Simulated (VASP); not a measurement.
A run of VASP 6.6.1 is set up as follows.

INCAR

```
SYSTEM = Nb3WC4
PREC = Accurate
ENCUT = 520
EDIFF = 1E-6
ISMEAR = 0
SIGMA = 0.1
LREAL = .FALSE.
LASPH = .TRUE.
NELM = 100
ALGO = Normal
ISIF = 2
LWAVE = .FALSE.
LCHARG = .FALSE.
GGA = PE
NBANDS = 44
```

The input KPOINTS:

```
regular mesh
0
G
  6 6 10
  0 0 0
```

The input POSCAR:

```
Nb3WC4
1.0
    3.1522095409     -4.4553290608      0.0000000000
    3.1522095409      4.4553290608      0.0000000000
    0.0000000000      0.0000000000      3.1476188924
Nb W C
3 1 4
Direct
    0.0000000000      0.5000000000      0.5000000000
    0.5000000000      0.0000000000      0.5000000000
    0.0000000000      0.0000000000      0.0000000000
    0.5000000000      0.5000000000      0.0000000000
    0.2523756776      0.7476243224      0.0000000000
    0.7446474647      0.7446474647      0.5000000000
    0.2553525353      0.2553525353      0.5000000000
    0.7476243224      0.2523756776      0.0000000000
```

Potentials or basis: VASP PAW PBE potentials, release 64 (Nb_sv, W_sv, C).

Command:

```console
$ cat potpaw_PBE.64/Nb_sv/POTCAR potpaw_PBE.64/W_sv/POTCAR potpaw_PBE.64/C/POTCAR > POTCAR
$ mpirun -np 1 vasp_std > vasp.out
```

Question: Predict the band gap on the k mesh.

Answer: Zero (an odd number of electrons rules out a gap without spin polarisation).

Question: What does it give for the pressure?

Answer: -0.2 GPa.

Forces in eV/Å, atoms in the order of the input:
```
Nb   0.000  0.000  0.000
Nb   0.000  0.000  0.000
Nb   0.000  0.000  0.000
W    0.000  0.000  0.000
C    0.000  0.025  0.000
C    0.035  0.000  0.000
C   -0.035  0.000  0.000
C    0.000 -0.025  0.000
```

Caveat: spin-orbit coupling is left out, which moves the levels of the heavy elements; an odd number of electrons without spin polarisation forces a metal; a magnetic or distorted state may lie lower.
